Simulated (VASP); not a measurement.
Set up this calculation in VASP 6.6.1, as the native input.

```
Task                   : single point
Functional             : revPBE
Dispersion             : D4
Potentials or basis    : VASP PAW PBE potentials, release 64 (Pt, Se)
Cutoff                 : 520 eV
k mesh                 : 8 × 8 × 5
Occupations            : fermi-dirac, width 0.05 eV
Spin                   : no spin polarisation
Dipole correction      : no
Further INCAR settings : ALGO = Normal; EDIFF = 1e-07; NBANDS = 18
```

The structure of PtSe2 (Sudovikovite) lies in POSCAR:

```
PtSe2
1.0
    3.7597890763      0.0000000000      0.0000000000
   -1.8798945381      3.2560728529      0.0000000000
    0.0000000000      0.0000000000      4.7250358575
Pt Se
1 2
Direct
    0.0000000000      0.0000000000      0.0000000000
    0.6666666667      0.3333333333      0.7282896887
    0.3333333333      0.6666666667      0.2717103113
```

The input as run:

INCAR

```
ALGO = Normal ; EDIFF = 1E-7
ENCUT = 520 ; GGA = RE
ISIF = 2 ; ISMEAR = -1
IVDW = 13 ; LASPH = T
LCHARG = F ; LREAL = F
LWAVE = F ; NBANDS = 18
NELM = 100 ; PREC = Accurate
SIGMA = 0.05
```

KPOINTS

```
k-points
0
Gamma
  8 8 5
```

Potentials or basis: VASP PAW PBE potentials, release 64 (Pt, Se).

Launch:

```console
$ cat potpaw_PBE.64/Pt/POTCAR potpaw_PBE.64/Se/POTCAR > POTCAR
$ mpirun -np 1 vasp_std > vasp.out
```

It gave:

* Pressure: 0.0 GPa
* Largest force: 0.008 eV/Å
* Band gap on the k mesh: zero (band 11 reaches 7.98 eV, above the bottom of band 12 at 7.06 eV)
* Dispersion energy per atom: -0.921 eV

Caveat: the PAW data sets were made with another functional, which shifts forces and pressure a little; spin-orbit coupling is left out, which moves the levels of the heavy elements; pairwise dispersion overbinds metals, which lowers pressure and volume.

Wall time 19 s on 1 thread of Intel(R) Xeon(R) Platinum 8559C (Emerald Rapids), on a shared host, peak memory 0.19 GiB.
